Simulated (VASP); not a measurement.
Input of a VASP 6.6.1 run:

The input INCAR:

```
SYSTEM = Na2CoHgF6
PREC = Accurate
ENCUT = 520
EDIFF = 1E-6
ISMEAR = 0
SIGMA = 0.1
LREAL = .FALSE.
LASPH = .TRUE.
NELM = 60
ALGO = Normal
ISIF = 2
LWAVE = .FALSE.
LCHARG = .FALSE.
GGA = PS
NBANDS = 50
```

Contents of KPOINTS:

```
Automatic mesh
0
G
  8 8 8
  0 0 0
```

POSCAR

```
Na2CoHgF6
1.0
    0.0000000000      4.2740705901      4.2740705901
    4.2740705901      0.0000000000      4.2740705901
    4.2740705901      4.2740705901      0.0000000000
Na Co Hg F
2 1 1 6
Direct
    0.2500000000      0.2500000000      0.2500000000
    0.7500000000      0.7500000000      0.7500000000
    0.0000000000      0.0000000000      0.0000000000
    0.5000000000      0.5000000000      0.5000000000
    0.2007156800      0.2007156800      0.7992843200
    0.2007156800      0.7992843200      0.7992843200
    0.7992843200      0.7992843200      0.2007156800
    0.2007156800      0.7992843200      0.2007156800
    0.7992843200      0.2007156800      0.7992843200
    0.7992843200      0.2007156800      0.2007156800
```

Potentials or basis: VASP PAW PBE potentials, release 64 (Na_pv, Co, Hg, F).

Launch:

```console
$ cat potpaw_PBE.64/Na_pv/POTCAR potpaw_PBE.64/Co/POTCAR potpaw_PBE.64/Hg/POTCAR potpaw_PBE.64/F/POTCAR > POTCAR
$ mpirun -np 1 vasp_std > vasp.out
```

**Question.** What does it give for the largest force?

**Answer.** 2.902 eV/Å.

**Question.** Predict the pressure.

**Answer.** 8.2 GPa.

Forces in eV/Å, atoms in the order of the input:
```
Na   0.000  0.000  0.000
Na   0.000  0.000  0.000
Co   0.000  0.000  0.000
Hg   0.000  0.000  0.000
F    0.000  0.000  2.902
F   -2.902  0.000  0.000
F    0.000  0.000 -2.902
F    0.000  2.902  0.000
F    0.000 -2.902  0.000
F    2.902  0.000  0.000
```

Caveat: the cell differs from its parent crystal (strained); the PAW data sets were made with another functional, which shifts forces and pressure a little; spin-orbit coupling is left out, which moves the levels of the heavy elements; an odd number of electrons without spin polarisation forces a metal; a magnetic or distorted state may lie lower; the run has no spin polarisation, though such a crystal can be magnetic; semilocal functionals often make such compounds metallic where correlation or magnetic order opens a gap, which also shifts bond lengths. Spin polarisation is off, so any magnetic state and its effect on volume and gap are missing.
